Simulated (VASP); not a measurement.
# Al6H in VASP: notebook

Al6H is run at these levels: PBE; tasks: single point.

All numbers are computed with VASP 6.6.1; they aren't measurements. Logs are shortened: lines on timing, memory, paths and dates and some standing lists are left out, and cuts for length are marked.

### Step 1. The cell of the first run

The cell holds a slab with vacuum, 14 atoms: a = 5.714 Å, b = 5.714 Å, c = 22.175 Å, α = 90.00°, β = 90.00°, γ = 90.00°.

### Step 2. Single point, PBE

Contents of INCAR:

```
SYSTEM = Al6H
PREC = Accurate ; ENCUT = 520
EDIFF = 1E-6 ; ISMEAR = 0
SIGMA = 0.1 ; LREAL = .FALSE.
LASPH = .TRUE. ; NELM = 100
ALGO = Normal ; ISIF = 2
LWAVE = .FALSE. ; LCHARG = .TRUE.
LDIPOL = .TRUE. ; IDIPOL = 3
DIPOL = 0.5 0.5 0.291 ; GGA = PE
LELF = .TRUE. ; LVHAR = .TRUE.
LVACPOTAV = .TRUE. ; NBANDS = 32
```

Contents of KPOINTS:

```
regular mesh
0
G
  5 5 1
  0 0 0
```

Contents of POSCAR:

```
Al6H
1.0
    5.7135165837      0.0000000000      0.0000000000
    0.0000000000      5.7135165837      0.0000000000
    0.0000000000      0.0000000000     22.1746954375
Al H
12 2
Direct
    0.2500000000      0.2500000000      0.1803857921
    0.2500000000      0.7500000000      0.1803857921
    0.7500000000      0.2500000000      0.1803857921
    0.7500000000      0.7500000000      0.1803857921
    0.0000000000      0.0000000000      0.2744050924
    0.0000000000      0.5000000000      0.2744050924
    0.5000000000      0.0000000000      0.2744050924
    0.5000000000      0.5000000000      0.2744050924
    0.2500000000      0.2500000000      0.3686497278
    0.2500000000      0.7500000000      0.3686497278
    0.7500000000      0.2500000000      0.3686497278
    0.7500000000      0.7500000000      0.3686497278
    0.0000000000     -0.2319062141      0.3889431294
    0.0000000000      0.2319062141      0.3889431294
```

Potentials or basis: VASP PAW PBE potentials, release 64 (Al, H).

On the command line:

```sh
$ cat potpaw_PBE.64/Al/POTCAR potpaw_PBE.64/H/POTCAR > POTCAR
$ mpirun -np 1 vasp_std > vasp.out
```

OUTCAR:

```text
SYSTEM = Al6H
   PREC = Accurate
   ENCUT = 520
   EDIFF = 1E-6
   ISMEAR = 0
   LREAL = .FALSE.
   LASPH = .TRUE.
   NELM = 100
   ISIF = 2
   GGA = PE

 ion  position               nearest neighbor table
   1  0.250  0.250  0.180-   2 2.86   3 2.86   2 2.86   3 2.86   7 2.90   8 2.90   5 2.90   6 2.90

   2  0.250  0.750  0.180-   1 2.86   4 2.86   1 2.86   4 2.86   7 2.90   8 2.90   5 2.90   6 2.90

   3  0.750  0.250  0.180-   1 2.86   4 2.86   4 2.86   1 2.86   7 2.90   8 2.90   5 2.90   6 2.90
[... 4 lines left out ...]
                            11 2.91  12 2.91   9 2.91  10 2.91
   6  0.000  0.500  0.274-   5 2.86   8 2.86   5 2.86   8 2.86   1 2.90   2 2.90   3 2.90   4 2.90
                            11 2.91  12 2.91   9 2.91  10 2.91
   7  0.500  0.000  0.274-   5 2.86   8 2.86   8 2.86   5 2.86   1 2.90   2 2.90   3 2.90   4 2.90
                            11 2.91  12 2.91   9 2.91  10 2.91
   8  0.500  0.500  0.274-   6 2.86   7 2.86   7 2.86   6 2.86   1 2.90   2 2.90   3 2.90   4 2.90
                            11 2.91  12 2.91   9 2.91  10 2.91
   9  0.250  0.250  0.369-  14 1.50  11 2.86  10 2.86  10 2.86  11 2.86   6 2.91   7 2.91   8 2.91
                             5 2.91
  10  0.250  0.750  0.369-  13 1.50  12 2.86   9 2.86   9 2.86  12 2.86   6 2.91   7 2.91   8 2.91
                             5 2.91
  11  0.750  0.250  0.369-  14 1.50  12 2.86   9 2.86  12 2.86   9 2.86   6 2.91   7 2.91   8 2.91
                             5 2.91
  12  0.750  0.750  0.369-  13 1.50  11 2.86  10 2.86  11 2.86  10 2.86   6 2.91   7 2.91   8 2.91
                             5 2.91
  13  0.000  0.768  0.389-  10 1.50  12 1.50
  14  0.000  0.232  0.389-   9 1.50  11 1.50

  LATTYP: Found a simple tetragonal cell.
 ALAT       =     5.7135165837
 C/A-ratio  =     3.8810940885

  Lattice vectors:

 A1 = (   5.7135165837,   0.0000000000,   0.0000000000)
 A2 = (   0.0000000000,   5.7135165837,   0.0000000000)
 A3 = (   0.0000000000,   0.0000000000,  22.1746954375)

Analysis of symmetry for initial positions (statically):
=====================================================================
 Subroutine PRICEL returns:
 Original cell was already a primitive cell.

 Routine SETGRP: Setting up the symmetry group for a
 simple tetragonal supercell.

 Subroutine GETGRP returns: Found  4 space group operations
 (whereof  4 operations were pure point group operations)
 out of a pool of 16 trial point group operations.

The static configuration has the point symmetry C_2v.

Analysis of symmetry for dynamics (positions and initial velocities):
=====================================================================
 Subroutine PRICEL returns:
 Original cell was already a primitive cell.

 Routine SETGRP: Setting up the symmetry group for a
 simple tetragonal supercell.

 Subroutine GETGRP returns: Found  4 space group operations
 (whereof  4 operations were pure point group operations)
 out of a pool of 16 trial point group operations.

The dynamic configuration has the point symmetry C_2v.

 Subroutine INISYM returns: Found  4 space group operations
 (whereof  4 operations are pure point group operations),
 and found     1 'primitive' translations

----------------------------------------------------------------------------------------

                                     Primitive cell

  volume of cell :     723.8768

  direct lattice vectors                    reciprocal lattice vectors
     5.713516584  0.000000000  0.000000000     0.175023558  0.000000000  0.000000000
     0.000000000  5.713516584  0.000000000     0.000000000  0.175023558  0.000000000
     0.000000000  0.000000000 22.174695437     0.000000000  0.000000000  0.045096448

  length of vectors
     5.713516584  5.713516584 22.174695437     0.175023558  0.175023558  0.045096448

  position of ions in fractional coordinates (direct lattice)
     0.250000000  0.250000000  0.180385792
     0.250000000  0.750000000  0.180385792
     0.750000000  0.250000000  0.180385792
     0.750000000  0.750000000  0.180385792
     0.000000000  0.000000000  0.274405092
     0.000000000  0.500000000  0.274405092
     0.500000000  0.000000000  0.274405092
     0.500000000  0.500000000  0.274405092
     0.250000000  0.250000000  0.368649728
     0.250000000  0.750000000  0.368649728
     0.750000000  0.250000000  0.368649728
[... 40 lines left out ...]
     0.000000000  0.000000000  0.000000000

 Subroutine IBZKPT returns following result:
 ===========================================

 Found      9 irreducible k-points:

 Following reciprocal coordinates:
            Coordinates               Weight
  0.000000  0.000000  0.000000      1.000000
  0.200000  0.000000  0.000000      2.000000
  0.000000  0.200000  0.000000      2.000000
  0.400000  0.000000  0.000000      2.000000
  0.000000  0.400000  0.000000      2.000000
  0.200000  0.200000  0.000000      4.000000
  0.400000  0.200000  0.000000      4.000000
 -0.200000  0.400000  0.000000      4.000000
  0.400000  0.400000  0.000000      4.000000
   k-points           NKPTS =      9   k-points in BZ     NKDIM =      9   number of bands    NBANDS=     32
   number of dos      NEDOS =    301   number of ions     NIONS =     14
   total plane-waves  NPLWV = 296352
   dimension x,y,z NGX =    42 NGY =   42 NGZ =  168
   dimension x,y,z NGXF=    84 NGYF=   84 NGZF=  336
   ions per type =              12   2
   NGX,Y,Z   is equivalent  to a cutoff of  12.22, 12.22, 12.60 a.u.
   NGXF,Y,Z  is equivalent  to a cutoff of  24.44, 24.44, 25.19 a.u.
 SYSTEM =  Al6H
   PREC   = accura    normal or accurate (medium, high low for compatibility)
   ISTART =      0    job   : 0-new  1-cont  2-samecut
   ICHARG =      2    charge: 1-file 2-atom 10-const
   ISPIN  =      1    spin polarized calculation?
   LNONCOLLINEAR =      F non collinear calculations
   LSORBIT =      F    spin-orbit coupling
   LASPH  =      T    aspherical Exc in radial PAW
   ENCUT  =  520.0 eV  38.22 Ry    6.18 a.u.  10.62 10.62 41.23*2*pi/ulx,y,z
   NELM   =    100;   NELMIN=  2; NELMDL= -5     # of ELM steps
   EDIFF  = 0.1E-05   stopping-criterion for ELM
   LREAL  =      F    real-space projection
   EDIFFG = 0.1E-04   stopping-criterion for IOM
   NSW    =      0    number of steps for IOM
   IBRION =     -1    ionic relax: 0-MD 1-quasi-New 2-CG
   NFREE  =      0    steps in history (QN), initial steepest desc. (CG)
   ISIF   =      2    stress and relaxation
   ISYM   =      2    0-nonsym 1-usesym 2-fastsym
   POTIM  = 0.5000    time-step for ionic-motion
   TEBEG  =    0.0;   TEEND  =   0.0 temperature during run
   PSTRESS=    0.0 pullay stress
   NELECT =      38.0000    total number of electrons
   NUPDOWN=      -1.0000    fix difference up-down
   EMIN   =  10.00;   EMAX   =-10.00  energy-range for DOS
   EFERMI =   0.00;   METHOD = LEGACY
   ISMEAR =     0;   SIGMA  =   0.10  broadening in eV -4-tet -1-fermi 0-gaus
   EFERMI_NEDOS =   21; number of points for ismear=-14 and -15
   IALGO  =     38    algorithm
   IMIX   =      4    mixing-type and parameters
     AMIX     =   0.40;   BMIX     =  1.00
     AMIX_MAG =   1.60;   BMIX_MAG =  1.00
  volume/ion in A,a.u.               =      51.71       348.93
  Fermi-wavevector in a.u.,A,eV,Ry     =   0.612982  1.158368  5.112350  0.375747
  Thomas-Fermi vector in A             =   1.669467
   LORBIT       =      0    0 simple, 1 ext, 2 COOP (PROOUT), +10 PAW based schemes
   GGA     = PE    functional components
   LHFCALC =     F    Hartree Fock is set to
   AEXX    =    0.0000 exact exchange contribution
   IVDW    =     0    specifies the selected vdW correction
   LEPSILON=     F    determine dielectric tensor
   LRPA    =     F    only Hartree local field effects (RPA)
 non-spin polarized calculation
 Gauss-broadening in eV      SIGMA  =   0.10
  energy-cutoff  :      520.00
  volume of cell :      723.88
 maximum number of plane-waves:     19525
   NGX = 21   NGY = 21   NGZ = 83

 dipolmoment           0.000000      0.000000      0.125887 electrons x Angstroem

 number of electron      38.0000000 magnetization

 dipolmoment           0.000000      0.000000     -0.068279 electrons x Angstroem

 Free energy of the ion-electron system (eV)
  ---------------------------------------------------
  ext. energy  EPLUGINS =         0.00000000
  ---------------------------------------------------
  free energy    TOTEN  =       -46.12019527 eV

  energy without entropy =      -46.09824700  energy(sigma->0) =      -46.10922113

 E-fermi :  -0.7271     XC(G=0):  -3.7476

 val. band max:       -0.7299136713   @ k =   0.4000   0.2000   0.0000
 cond. band min:      -0.6393446853   @ k =   0.0000   0.4000   0.0000
 fundamental gap:      0.0905689860
 Fermi energy:        -0.7271181001

 k-point     1 :       0.0000    0.0000    0.0000
  band No.  band energies     occupation
      1     -11.3947      2.00000
      2      -9.7959      2.00000
      3      -8.4348      2.00000
      4      -7.3569      2.00000
      5      -6.5325      2.00000
      6      -6.4201      2.00000
[... 295 lines left out ...]
     30       2.4370      0.00000
     31       2.5400      0.00000
 [bands above 31 left out]

------------------------ aborting loop because EDIFF is reached ----------------------------------------

  FORCE on cell =-STRESS in cart. coord.  units (eV):
  Direction    XX          YY          ZZ          XY          YZ          ZX
  --------------------------------------------------------------------------------------
  -------------------------------------------------------------------------------------
  Total        7.7540126     -8.2386343      3.2832874      0.0000000      0.0000000      0.0000000
  in kB       17.1621795    -18.2348065      7.2669946      0.0000000      0.0000000      0.0000000
  external PRESSURE =       2.0647892 kB  Pullay stress =       0.0000000 kB

 VOLUME and BASIS-vectors are now :
 -----------------------------------------------------------------------------
  energy-cutoff  :      520.00
  volume of cell :      723.88
      direct lattice vectors                 reciprocal lattice vectors
     5.713516584  0.000000000  0.000000000     0.175023558  0.000000000  0.000000000
     0.000000000  5.713516584  0.000000000     0.000000000  0.175023558  0.000000000
     0.000000000  0.000000000 22.174695437     0.000000000  0.000000000  0.045096448

 POSITION                                       TOTAL-FORCE (eV/Angst)
 -----------------------------------------------------------------------------------
      1.42838      1.42838      4.00000        -0.082929     -0.017521      0.032305
      1.42838      4.28514      4.00000        -0.082929      0.017521      0.032305
      4.28514      1.42838      4.00000         0.082929     -0.017521      0.032305
      4.28514      4.28514      4.00000         0.082929      0.017521      0.032305
      0.00000      0.00000      6.08485        -0.000000      0.000000     -0.345149
      0.00000      2.85676      6.08485        -0.000000      0.000000     -0.268112
      2.85676      0.00000      6.08485        -0.000000      0.000000     -0.088564
      2.85676      2.85676      6.08485        -0.000000      0.000000     -0.176208
      1.42838      1.42838      8.17470         2.673292      0.261315     -0.937866
      1.42838      4.28514      8.17470         2.673292     -0.261315     -0.937866
      4.28514      1.42838      8.17470        -2.673292      0.261315     -0.937866
      4.28514      4.28514      8.17470        -2.673292     -0.261315     -0.937866
      0.00000      4.38852      8.62470         0.000000      0.378224      2.250138
      0.00000      1.32500      8.62470        -0.000000     -0.378224      2.250138
 -----------------------------------------------------------------------------------
    total drift:                                0.000000      0.000000     -0.000249

  FREE ENERGIE OF THE ION-ELECTRON SYSTEM (eV)
  ---------------------------------------------------
  free  energy   TOTEN  =       -46.1201952659 eV

  energy  without entropy=      -46.0982469980  energy(sigma->0) =      -46.10922113

 vacuum level on the upper side and lower side of the slab         3.249         3.627
```

It took 4.8 min on 1 thread of Intel Xeon Platinum 8488C (Sapphire Rapids), shared host; peak memory 0.67 GiB.

What came out:

```
Free energy            : -46.1202 eV
Largest force          : 2.845 eV/Å
Band gap on the k mesh : zero (band 19 reaches -0.41 eV, above the bottom of band 20 at -1.19 eV)
```

Forces in eV/Å, atoms in the order of the input:
```
Al  -0.083 -0.018  0.032
Al  -0.083  0.018  0.032
Al   0.083 -0.018  0.032
Al   0.083  0.018  0.032
Al   0.000  0.000 -0.345
Al   0.000  0.000 -0.268
Al   0.000  0.000 -0.089
Al   0.000  0.000 -0.176
Al   2.673  0.261 -0.938
Al   2.673 -0.261 -0.938
Al  -2.673  0.261 -0.938
Al  -2.673 -0.261 -0.938
H    0.000  0.378  2.250
H    0.000 -0.378  2.250
```

Levels at points of the mesh, in eV from the Fermi level:
| k point | band 15 | band 16 | band 17 | band 18 | band 19 | band 20 | band 21 | band 22 | band 23 | band 24 |
| --- | --- | --- | --- | --- | --- | --- | --- | --- | --- | --- |
| (0.00, 0.00, 0.00) | -1.73 | -1.05 | -1.02 | -0.84 | -0.52 | -0.46 | -0.20 | -0.09 | 1.24 | 1.35 |

### Step 3. Single point, PBE

Contents of INCAR:

```
SYSTEM = Al6H
PREC     = Accurate       ! precision mode
ENCUT    = 520            ! plane-wave cutoff, eV
EDIFF    = 1E-6           ! SCF threshold, eV
ISMEAR   = 0              ! smearing method
SIGMA    = 0.1            ! smearing width, eV
LREAL    = .FALSE.        ! projectors in reciprocal space
LASPH    = .TRUE.         ! aspherical terms in the spheres
NELM     = 60             ! most SCF steps
ALGO     = Normal         ! electronic algorithm
ISIF     = 2              ! what is computed and relaxed
LWAVE    = .FALSE.        ! write WAVECAR
LCHARG   = .TRUE.         ! write CHGCAR
LDIPOL   = .TRUE.       
IDIPOL   = 3            
DIPOL    = 0.5 0.5 0.295
GGA      = PE             ! functional
LELF     = .TRUE.         ! ELF
LVHAR    = .TRUE.       
LVACPOTAV= .TRUE.       
NBANDS   = 32             ! bands
```

Contents of KPOINTS:

```
Automatic mesh
0
G
  5 5 1
  0 0 0
```

POSCAR: that of step 2 with these lines changed.

```diff
@@ -20,3 +20,3 @@
     0.7500000000      0.7500000000      0.3686497278
-    0.0000000000     -0.2319062141      0.3889431294
-    0.0000000000      0.2319062141      0.3889431294
+    0.0000000000     -0.2319062141      0.4178048562
+    0.0000000000      0.2319062141      0.4178048562
```

Potentials or basis: VASP PAW PBE potentials, release 64 (Al, H).

On the command line:

```sh
$ cat potpaw_PBE.64/Al/POTCAR potpaw_PBE.64/H/POTCAR > POTCAR
$ mpirun -np 1 vasp_std > vasp.out
```

Run time: 4.8 min. Hardware: 1 thread of Intel Xeon Platinum 8488C (Sapphire Rapids), shared host; peak memory 0.67 GiB.

Results (log left out):

```
Free energy                     : -47.8539 eV
Largest force                   : 0.262 eV/Å
Band gap on the k mesh          : zero (band 19 reaches -0.18 eV, above the bottom of band 20 at -1.18 eV)
Work function of the upper face : 4.20 eV
Work function of the lower face : 4.24 eV
```

Forces in eV/Å, atoms in the order of the input:
```
Al  -0.055 -0.020 -0.001
Al  -0.055  0.020 -0.001
Al   0.055 -0.020 -0.001
Al   0.055  0.020 -0.001
Al   0.000  0.000  0.199
Al   0.000  0.000  0.248
Al   0.000  0.000 -0.086
Al   0.000  0.000 -0.126
Al   0.254  0.044 -0.051
Al   0.254 -0.044 -0.051
Al  -0.254  0.044 -0.051
Al  -0.254 -0.044 -0.051
H    0.000 -0.054 -0.011
H    0.000  0.054 -0.011
```

Levels at points of the mesh, in eV from the Fermi level:
```csv
k point,band 15,band 16,band 17,band 18,band 19,band 20,band 21,band 22,band 23,band 24
"(0.00, 0.00, 0.00)",-1.94,-1.08,-0.96,-0.89,-0.54,-0.44,-0.26,-0.16,0.81,1.20
```

### Step 4. Single point, PBE

Contents of INCAR:

```
SYSTEM = Al6H
  PREC = Accurate
  ENCUT = 520
  EDIFF = 1E-6
  ISMEAR = 0
  SIGMA = 0.1
  LREAL = .False.
  LASPH = .True.
  NELM = 100
  ALGO = Normal
  ISIF = 2
  LWAVE = .False.
  LCHARG = .False.
  LDIPOL = .True.
  IDIPOL = 3
  DIPOL = 0.5 0.5 0.299
  GGA = PE
  NBANDS = 32
```

Contents of KPOINTS:

```
Automatic mesh
0
Gamma
  5 5 1
  0 0 0
```

POSCAR: that of step 3 with these lines changed.

```diff
@@ -20,3 +20,3 @@
     0.7500000000      0.7500000000      0.3686497278
-    0.0000000000     -0.2319062141      0.4178048562
-    0.0000000000      0.2319062141      0.4178048562
+    0.0000000000     -0.2319062141      0.4466665829
+    0.0000000000      0.2319062141      0.4466665829
```

On the command line:

```sh
$ cat potpaw_PBE.64/Al/POTCAR potpaw_PBE.64/H/POTCAR > POTCAR
$ mpirun -np 1 vasp_std > vasp.out
```

Run time: 4.9 min. Hardware: 1 thread of Intel Xeon Platinum 8488C (Sapphire Rapids), shared host; peak memory 0.69 GiB.

The run converged. Its results:

```
Free energy            : -46.4997 eV
Largest force          : 1.683 eV/Å
Band gap on the k mesh : zero (band 19 reaches -0.35 eV, above the bottom of band 20 at -1.44 eV)
```

Forces in eV/Å, atoms in the order of the input:
```
Al  -0.008 -0.008  0.029
Al  -0.008  0.008  0.029
Al   0.008 -0.008  0.029
Al   0.008  0.008  0.029
Al   0.000  0.000  0.304
Al   0.000  0.000  0.304
Al   0.000  0.000 -0.093
Al   0.000  0.000 -0.109
Al  -0.182 -0.004  0.709
Al  -0.182  0.004  0.709
Al   0.182 -0.004  0.709
Al   0.182  0.004  0.709
H    0.000 -0.115 -1.679
H    0.000  0.115 -1.679
```

Levels at points of the mesh, in eV from the Fermi level:
```csv
k point,band 16,band 17,band 18,band 19,band 20,band 21,band 22,band 23
"(0.00, 0.00, 0.00)",-0.91,-0.80,-0.73,-0.46,-0.26,-0.12,-0.07,0.57
```
